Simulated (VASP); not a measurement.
# TaN (P-6m2) in VASP: a series of runs

Runs on TaN. Level: r2SCAN. Tasks: electric field gradients.

All numbers are computed with VASP 6.6.1; they aren't measurements. Logs are shortened: lines on timing, memory, paths and dates and some standing lists are left out, and cuts for length are marked.

## (1) The cell of the first run

Symmetry: P-6m2, No. 187, hexagonal system. The conventional cell has a = 2.880 Å, b = 2.880 Å, c = 2.832 Å, α = 90.00°, β = 90.00°, γ = 120.00°. Within 2.9 Å of Ta (site symmetry -6m2) lie 6 N at 2.18 Å and 8 Ta at 2.83 to 2.88 Å. N (site symmetry -6m2) has 6 Ta at 2.18 Å and 8 N at 2.83 to 2.88 Å within 2.9 Å.

## (2) Electric field gradients, r2SCAN (volume scaled by 0.9405)

Contents of POSCAR:

```
TaN
1.0
    2.8804370529      0.0000000000      0.0000000000
   -1.4402185264      2.4945316618      0.0000000000
    0.0000000000      0.0000000000      2.8316772526
Ta N
1 1
Direct
    0.0000000000      0.0000000000      0.5000000000
    0.6666666667      0.3333333333      0.0000000000
```

Contents of INCAR.step1:

```
PREC     = Accurate       # precision mode
ENCUT    = 520            # plane-wave cutoff, eV
ISMEAR   = -1             # smearing method
SIGMA    = 0.05           # smearing width, eV
LREAL    = False          # projectors in reciprocal space
LASPH    = True           # aspherical terms in the spheres
NELM     = 80             # most SCF steps
NBANDS   = 15             # bands
GGA      = PE             # functional
ALGO     = Normal         # electronic algorithm
EDIFF    = 1E-4           # SCF threshold, eV
LWAVE    = True           # write WAVECAR
LCHARG   = False          # write CHGCAR
```

Contents of INCAR.step2:

```
PREC     = Accurate       # precision mode
ENCUT    = 520            # plane-wave cutoff, eV
EDIFF    = 1E-8           # SCF threshold, eV
ISMEAR   = -1             # smearing method
SIGMA    = 0.05           # smearing width, eV
LREAL    = False          # projectors in reciprocal space
LASPH    = True           # aspherical terms in the spheres
NELM     = 80             # most SCF steps
ALGO     = Normal         # electronic algorithm
ISIF     = 2              # what is computed and relaxed
LWAVE    = False          # write WAVECAR
LCHARG   = False          # write CHGCAR
METAGGA  = R2SCAN         # meta-GGA
LMIXTAU  = True         
LEFG     = True         
NBANDS   = 15             # bands
ISTART   = 1
```

Contents of KPOINTS:

```
regular mesh
0
Gamma
  13 13 11
```

Potentials or basis: VASP PAW PBE potentials, release 64 (Ta_pv, N).

Launch:

```console
$ cat potpaw_PBE.64/Ta_pv/POTCAR potpaw_PBE.64/N/POTCAR > POTCAR
$ cp INCAR.step1 INCAR
$ mpirun -np 1 vasp_std > vasp.out
$ cp INCAR.step2 INCAR
$ mpirun -np 1 vasp_std > vasp.out
```

OUTCAR:

```text
PREC = Accurate
   ENCUT = 520
   EDIFF = 1E-8
   ISMEAR = -1
   LREAL = False
   LASPH = True
   NELM = 80
   ISIF = 2
   METAGGA = R2SCAN
   ISTART = 1

 ion  position               nearest neighbor table
   1  0.000  0.000  0.500-   2 2.18   2 2.18   2 2.18   2 2.18   2 2.18   2 2.18
   2  0.667  0.333  0.000-   1 2.18   1 2.18   1 2.18   1 2.18   1 2.18   1 2.18

  LATTYP: Found a hexagonal cell.
 ALAT       =     2.8804370529
 C/A-ratio  =     0.9830720827

  Lattice vectors:

 A1 = (   2.8804370529,   0.0000000000,   0.0000000000)
 A2 = (  -1.4402185264,   2.4945316618,   0.0000000000)
 A3 = (   0.0000000000,   0.0000000000,   2.8316772526)

Analysis of symmetry for initial positions (statically):
=====================================================================
 Subroutine PRICEL returns:
 Original cell was already a primitive cell.

 Routine SETGRP: Setting up the symmetry group for a
 hexagonal supercell.

 Subroutine GETGRP returns: Found 12 space group operations
 (whereof 12 operations were pure point group operations)
 out of a pool of 24 trial point group operations.

The static configuration has the point symmetry D_3h.

Analysis of symmetry for dynamics (positions and initial velocities):
=====================================================================
 Subroutine PRICEL returns:
 Original cell was already a primitive cell.

 Routine SETGRP: Setting up the symmetry group for a
 hexagonal supercell.

 Subroutine GETGRP returns: Found 12 space group operations
 (whereof 12 operations were pure point group operations)
 out of a pool of 24 trial point group operations.

The dynamic configuration has the point symmetry D_3h.

 Subroutine INISYM returns: Found 12 space group operations
 (whereof 12 operations are pure point group operations),
 and found     1 'primitive' translations

----------------------------------------------------------------------------------------

                                     Primitive cell

  volume of cell :      20.3466

  direct lattice vectors                    reciprocal lattice vectors
     2.880437053  0.000000000  0.000000000     0.347169538  0.200438426  0.000000000
    -1.440218526  2.494531662  0.000000000     0.000000000  0.400876852  0.000000000
     0.000000000  0.000000000  2.831677253     0.000000000  0.000000000  0.353147591

  length of vectors
[... 136 lines left out ...]

 k-point     1 :       0.0000    0.0000    0.0000
  band No.  band energies     occupation
      1     -27.1410      2.00000
      2     -26.8406      2.00000
      3     -26.8406      2.00000
      4     -10.4261      2.00000
      5       3.7464      2.00000
      6       3.7464      2.00000
      7       4.1530      2.00000
      8       5.6041      2.00000
      9      11.7888      0.00000
     10      12.8610      0.00000
     11      12.8610      0.00000
     12      13.3990      0.00000
     13      13.3990      0.00000
     14      19.6932      0.00000
[... 401 lines left out ...]
      2     -27.1290      2.00000
      3     -26.8969      2.00000
      4      -9.7404      2.00000
      5       2.6098      2.00000
      6       3.8068      2.00000
      7       4.1587      2.00000
      8       5.7668      2.00000
      9      11.6187      0.00000
     10      11.7803      0.00000
     11      13.4142      0.00000
     12      14.1619      0.00000
     13      14.5083      0.00000
     14      19.6933      0.00000
     15      23.1085      0.00000

 [... further k-points ...]

------------------------ aborting loop because EDIFF is reached ----------------------------------------

  FORCE on cell =-STRESS in cart. coord.  units (eV):
  Direction    XX          YY          ZZ          XY          YZ          ZX
  --------------------------------------------------------------------------------------
  -------------------------------------------------------------------------------------
  Total        3.0938933      3.0938933      3.4033358      0.0000000      0.0000000      0.0000000
  in kB      243.6266269    243.6266269    267.9934753      0.0000000      0.0000000      0.0000000
  external PRESSURE =     251.7489097 kB  Pullay stress =       0.0000000 kB

 VOLUME and BASIS-vectors are now :
 -----------------------------------------------------------------------------
  energy-cutoff  :      520.00
  volume of cell :       20.35
      direct lattice vectors                 reciprocal lattice vectors
     2.880437053  0.000000000  0.000000000     0.347169538  0.200438426  0.000000000
    -1.440218526  2.494531662  0.000000000     0.000000000  0.400876852  0.000000000
     0.000000000  0.000000000  2.831677253     0.000000000  0.000000000  0.353147591

 POSITION                                       TOTAL-FORCE (eV/Angst)
 -----------------------------------------------------------------------------------
      0.00000      0.00000      1.41584         0.000000      0.000000      0.000000
      1.44022      0.83151      0.00000        -0.000000      0.000000      0.000000
 -----------------------------------------------------------------------------------
    total drift:                                0.000001     -0.000000      0.000000

  FREE ENERGIE OF THE ION-ELECTRON SYSTEM (eV)
  ---------------------------------------------------
  free  energy   TOTEN  =       -60.2990831190 eV

  energy  without entropy=      -60.2986907576  energy(sigma->0) =      -60.29888694

 Electric field gradients (V/A^2)
---------------------------------------------------------------------
 ion       V_xx      V_yy      V_zz      V_xy      V_xz      V_yz
---------------------------------------------------------------------
   1      -0.358    -0.357     0.715     0.000     0.000    -0.000
   2       0.078     0.079    -0.157     0.000     0.000     0.000
---------------------------------------------------------------------

 Electric field gradients after diagonalization (V/A^2)
 (convention: |V_zz| > |V_xx| > |V_yy|)
----------------------------------------------------------------------
 ion       V_xx      V_yy      V_zz     asymmetry (V_yy - V_xx)/ V_zz
----------------------------------------------------------------------
   1      -0.358    -0.357     0.715       0.001
   2       0.079     0.078    -0.157       0.007
----------------------------------------------------------------------

           NMR quadrupolar parameters

 Cq : quadrupolar parameter    Cq=e*Q*V_zz/h
 eta: asymmetry parameters     (V_yy - V_xx)/ V_zz
 Q  : nuclear electric quadrupole moment in mb (millibarn)
----------------------------------------------------------------------
 ion       Cq(MHz)       eta       Q (mb)
----------------------------------------------------------------------
   1       0.002       0.001       1.000
   2      -0.000       0.007       1.000
----------------------------------------------------------------------
```

OUTCAR.step1:

```text
PREC = Accurate
   ENCUT = 520
   ISMEAR = -1
   LREAL = False
   LASPH = True
[... 654 lines left out ...]
      0.00000      0.00000      1.41584        -0.000000      0.000000      0.000000
      1.44022      0.83151      0.00000         0.000000     -0.000000      0.000000
 -----------------------------------------------------------------------------------
    total drift:                               -0.000000      0.000000      0.000000

  FREE ENERGIE OF THE ION-ELECTRON SYSTEM (eV)
  ---------------------------------------------------
  free  energy   TOTEN  =       -22.3148611841 eV

  energy  without entropy=      -22.3142830186  energy(sigma->0) =      -22.31457210
```

OSZICAR.step1:

```text
N       E                     dE             d eps       ncg     rms          rms(c)
DAV:   1     0.954795314468E+02    0.95480E+02   -0.89003E+03  3796   0.113E+03
DAV:   2    -0.218641160045E+02   -0.11734E+03   -0.11126E+03  4508   0.311E+02
DAV:   3    -0.247976878566E+02   -0.29336E+01   -0.29240E+01  4354   0.477E+01
DAV:   4    -0.248089318821E+02   -0.11244E-01   -0.11242E-01  4900   0.321E+00
DAV:   5    -0.248089887819E+02   -0.56900E-04   -0.56897E-04  4424   0.217E-01    0.265E+01
DAV:   6    -0.223661417125E+02    0.24428E+01   -0.39079E+00  4838   0.237E+01    0.113E+01
DAV:   7    -0.223406599271E+02    0.25482E-01   -0.63448E-01  3990   0.605E+00    0.774E+00
DAV:   8    -0.223234903265E+02    0.17170E-01   -0.12015E-01  4655   0.299E+00    0.183E+00
DAV:   9    -0.223148418081E+02    0.86485E-02   -0.15705E-02  4179   0.107E+00    0.159E-01
DAV:  10    -0.223149407074E+02   -0.98899E-04   -0.12259E-03  4480   0.393E-01    0.922E-02
DAV:  11    -0.223148611841E+02    0.79523E-04   -0.10256E-04  2941   0.110E-01
   1 F= -.22314861E+02 E0= -.22314572E+02  d E =-.578166E-03
```

Wall time 92 s (1 thread of Intel Xeon 6975P-C, shared host); peak memory 0.18 GiB.

What came out:

- Free energy: -60.2991 eV
- Pressure: 25.2 GPa
- Band gap on the k mesh: zero (band 8 reaches 8.97 eV, above the bottom of band 9 at 8.75 eV)

Stress tensor (GPa, compression positive):
```
24.36  0.00  0.00
 0.00 24.36  0.00
 0.00  0.00 26.80
```

Electric field gradients, principal values (V/Å²):
| atom | least | middle | greatest (by size) |
| --- | --- | --- | --- |
| 1 Ta | -0.357 | -0.358 | 0.715 |
| 2 N | 0.078 | 0.079 | -0.157 |

Caveat: without QUAD_EFG the Cq values of the log hold for a quadrupole moment of 1 mb, not for the nuclei; the PAW data sets were made with another functional, which shifts forces and pressure a little; spin-orbit coupling is left out, which moves the levels of the heavy elements.

(Part 1 of 2 ends here.)
